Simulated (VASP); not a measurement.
A run of VASP 6.6.1 is set up as follows.

INCAR

```
  ALGO = Normal
  EDIFF = 1E-6
  ENCUT = 500
  GGA = PE
  GGA_COMPAT = F
  ISIF = 2
  ISMEAR = 0
  LASPH = T
  LCHARG = F
  LREAL = F
  LWAVE = F
  NBANDS = 16
  NELM = 120
  PREC = Accurate
  SIGMA = 0.01
```

Contents of KPOINTS:

```
k-points
0
Gamma
  4 4 4
```

POSCAR

```
CdS
1.0
    0.0000000000      2.9392146858      2.9392146858
    2.9392146858      0.0000000000      2.9392146858
    2.9392146858      2.9392146858      0.0000000000
Cd S
1 1
Direct
    0.0000000000      0.0000000000      0.0000000000
    0.2500000000      0.2500000000      0.2500000000
```

Potentials or basis: VASP PAW PBE potentials, release 64 (Cd, S).

Launch:

```sh
$ cat potpaw_PBE.64/Cd/POTCAR potpaw_PBE.64/S/POTCAR > POTCAR
$ mpirun -np 1 vasp_std > vasp.out
```

(1) Predict the pressure.

(2) Estimate the band gap on the k mesh.

Answers

(1) 1.9 GPa.

(2) 1.09 eV, direct.

Caveat: the k points lie up to 0.46 Å⁻¹ apart.
